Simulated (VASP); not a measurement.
Wanted: the native input for a VASP 6.6.1 run.

| Quantity | Value |
| --- | --- |
| Task | electric field gradients |
| Functional | PBEsol |
| Potentials or basis | VASP PAW PBE potentials, release 64 (Ru_pv) |
| Cutoff | 400 eV |
| k mesh | 23 × 23 × 13 |
| Occupations | fermi-dirac, width 0.05 eV |
| Spin | no spin polarisation |
| Dipole correction | no |
| Further INCAR settings | ALGO = Normal; EDIFF = 1e-08; NBANDS = 21 |

The structure of Ru lies in POSCAR:

```
Ru
1.0
    2.7058000000      0.0000000000      0.0000000000
   -1.3529000000      2.3432915376      0.0000000000
    0.0000000000      0.0000000000      4.2819000000
Ru
2
Direct
    0.3333333333      0.6666666667      0.2500000000
    0.6666666667      0.3333333333      0.7500000000
```

The input as run:

INCAR

```
SYSTEM = Ru
ALGO = Normal
EDIFF = 1E-8
ENCUT = 400
GGA = PS
GGA_COMPAT = .FALSE.
ISIF = 2
ISMEAR = -1
LASPH = .TRUE.
LCHARG = .FALSE.
LEFG = .TRUE.
LREAL = .FALSE.
LWAVE = .FALSE.
NBANDS = 21
NELM = 120
PREC = Accurate
SIGMA = 0.05
```

KPOINTS

```
k-points
0
G
  23 23 13
  0 0 0
```

Potentials or basis: VASP PAW PBE potentials, release 64 (Ru_pv).

Run with:

```bash
$ cat potpaw_PBE.64/Ru_pv/POTCAR > POTCAR
$ mpirun -np 1 vasp_std > vasp.out
```

Results of the run:

| Property | Result |
| --- | --- |
| Pressure | -7.2 GPa |
| Band gap on the k mesh | zero (bands 14 and 15 overlap by 3.14 eV) |
| Largest electric field gradient by atom | Ru -15.7 V/Å² |

Caveat: the cell stands under tension; without QUAD_EFG the Cq values of the log hold for a quadrupole moment of 1 mb, not for the nuclei; the PAW data sets were made with another functional, which shifts forces and pressure a little.

Wall time 3 min on 1 thread of Intel Xeon 8259CL, with other jobs on the host, peak memory 0.23 GiB.
